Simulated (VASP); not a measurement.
Write the native input for VASP 6.6.1 that does the following.

```yaml
Task: single point
Functional: PBE
Potentials_or_basis: VASP PAW PBE potentials, release 64 (Hf_pv)
Cutoff: 520 eV
k_mesh: 10 × 10 × 10
Occupations: gaussian, width 0.024 eV
Spin: no spin polarisation
Dipole_correction: no
Further_INCAR_settings: ALGO = Normal; EDIFF = 1e-06; NBANDS = 11
```

The structure of Hf lies in POSCAR:

```
Hf
1.0
    0.0000000000      2.2200000000      2.2200000000
    2.2200000000      0.0000000000      2.2200000000
    2.2200000000      2.2200000000      0.0000000000
Hf
1
Direct
    0.0000000000      0.0000000000      0.0000000000
```

One way to write it, as run:

INCAR

```
ALGO = Normal ; EDIFF = 1E-6
ENCUT = 520 ; GGA = PE
ISIF = 2 ; ISMEAR = 0
LASPH = T ; LCHARG = F
LREAL = F ; LWAVE = F
NBANDS = 11 ; NELM = 80
PREC = Accurate ; SIGMA = 0.024
```

KPOINTS

```
k-points
0
Gamma
  10 10 10
```

Potentials or basis: VASP PAW PBE potentials, release 64 (Hf_pv).

Command:

```bash
$ cat potpaw_PBE.64/Hf_pv/POTCAR > POTCAR
$ mpirun -np 1 vasp_std > vasp.out
```

It gave:

The pressure is 2.5 GPa and the band gap on the k mesh is zero (band 5 reaches 6.32 eV, above the bottom of band 6 at 4.50 eV).

Caveat: spin-orbit coupling is left out, which moves the levels of the heavy elements.

Wall time 14 s on 1 thread of AMD EPYC 7R13, with other jobs on the host, peak memory 0.14 GiB.
